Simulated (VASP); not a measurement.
Wanted: the native input for a VASP 6.6.1 run.

- Task: single point
- Functional: LDA
- Potentials or basis: VASP PAW LDA potentials, release 64 (V_sv)
- Cutoff: 520 eV
- k mesh: 16 × 16 × 16
- Occupations: fermi-dirac, width 0.1 eV
- Spin: no spin polarisation
- Dipole correction: no
- Further INCAR settings: ALGO = Normal; EDIFF = 1e-06; NBANDS = 12

The structure of V lies in POSCAR:

```
V
1.0
    0.0000000000      1.9140069118      1.9140069118
    1.9140069118      0.0000000000      1.9140069118
    1.9140069118      1.9140069118      0.0000000000
V
1
Direct
    0.0000000000      0.0000000000      0.0000000000
```

This isn't the form of V at room conditions, which is bcc.

One way to write it, as run:

INCAR

```
SYSTEM = V
PREC     = Accurate       ! precision mode
ENCUT    = 520            ! plane-wave cutoff, eV
EDIFF    = 1E-6           ! SCF threshold, eV
ISMEAR   = -1             ! smearing method
SIGMA    = 0.1            ! smearing width, eV
LREAL    = .False.        ! projectors in reciprocal space
LASPH    = .True.         ! aspherical terms in the spheres
NELM     = 60             ! most SCF steps
ALGO     = Normal         ! electronic algorithm
ISIF     = 2              ! what is computed and relaxed
LWAVE    = .False.        ! write WAVECAR
LCHARG   = .True.         ! write CHGCAR
GGA      = CA             ! functional
LELF     = .True.         ! ELF
LVHAR    = .True.       
NBANDS   = 12             ! bands
```

KPOINTS

```
regular mesh
0
Gamma
  16 16 16
  0 0 0
```

Potentials or basis: VASP PAW LDA potentials, release 64 (V_sv).

Run with:

```bash
$ cat potpaw_LDA.64/V_sv/POTCAR > POTCAR
$ mpirun -np 1 vasp_std > vasp.out
```

It gave:

```json
{
  "Pressure": "-13.1 GPa",
  "Band gap on the k mesh": "zero (an odd number of electrons rules out a gap without spin polarisation)"
}
```

Caveat: the cell stands under tension.

It took 34 s on 1 thread of Intel Xeon 8259CL, on a shared host, peak memory 0.13 GiB.
